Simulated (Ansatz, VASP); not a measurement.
One calculation of SrO, two programs

INCAR

```
SYSTEM = SrO
PREC = Accurate ; ENCUT = 520
EDIFF = 1E-7 ; ISMEAR = -1
SIGMA = 0.02 ; LREAL = .FALSE.
LASPH = .TRUE. ; NELM = 100
ALGO = Normal ; ISIF = 2
LWAVE = .FALSE. ; LCHARG = .FALSE.
GGA = CA ; NBANDS = 15
```

Contents of KPOINTS:

```
Automatic mesh
0
G
  8 8 8
  0 0 0
```

POSCAR

```
SrO
1.0
    0.0513960000      2.5954980000      2.5954980000
    2.5954980000      0.0513960000      2.5954980000
    2.5954980000      2.5954980000      0.0513960000
Sr O
1 1
Direct
    0.0000000000      0.0000000000      0.0000000000
    0.5000000000      0.5000000000      0.5000000000
```

Input for Ansatz:

```yaml
crystal:
  lattice:
    - [0.051396, 2.595498, 2.595498]
    - [2.595498, 0.051396, 2.595498]
    - [2.595498, 2.595498, 0.051396]
  atoms:
    - { symbol: Sr, position: [0.0, 0.0, 0.0] }
    - { symbol: O, position: [0.5, 0.5, 0.5] }
kpoints:
  mp_grid: { grid: [8, 8, 8] }
  band_path:
    path:
      - [0.0, 0.0, 0.0]
      - [0.5, 0.5, 0.5]
      - [0.2451701269, 0.5, 0.7548298731]
      - [-0.2451701269, 0.2451701269, 0.5]
      - [0.0, 0.0, 0.5]
      - [0.0, 0.0, 0.0]
      - [-0.3725850634, 0.0, 0.3725850634]
      - [0.0, 0.3725850634, 0.6274149366]
      - [0.0, 0.5, 0.5]
    npoints: 5
scf:
  occupations: { method: fermi_dirac, width: 0.02 }
hamiltonian:
  xc: lda
  pseudopotentials: { kind: all_electron, lapw: { basis_error: 0.00025 } }
output:
  forces: true
  stress: true
  eigenvalues: true
```

Change from the starting cell: equal xy, yz and zx shear strains of +2 %.

Alike in both runs: task single point; functional LDA; k mesh 8 × 8 × 8; occupations fermi-dirac, width 0.02 eV; no spin polarisation.

```csv
,VASP,Ansatz
version,VASP 6.6.1,Ansatz 0.2.0
potentials or method,"VASP PAW LDA potentials, release 64 (Sr_sv, O), cutoff 520 eV","all-electron LAPW, scalar-relativistic"
```

Ansatz gave:

```
gap on the k mesh at the Fermi level (eV)                     : 3.13
pressure (GPa)                                                : -4.2
traceless stress, the component that is largest in VASP (GPa) : -1.19
```

Task: Which values does VASP return?

Result: gap on the k mesh at the Fermi level (eV): 3.07; pressure (GPa): -3.5; traceless stress, the component that is largest in VASP (GPa): -1.19.

LDA's correlation is that of Perdew and Zunger in VASP and of Perdew and Wang (1992) in Ansatz. Ansatz ran all-electron here, and VASP with PAW potentials.
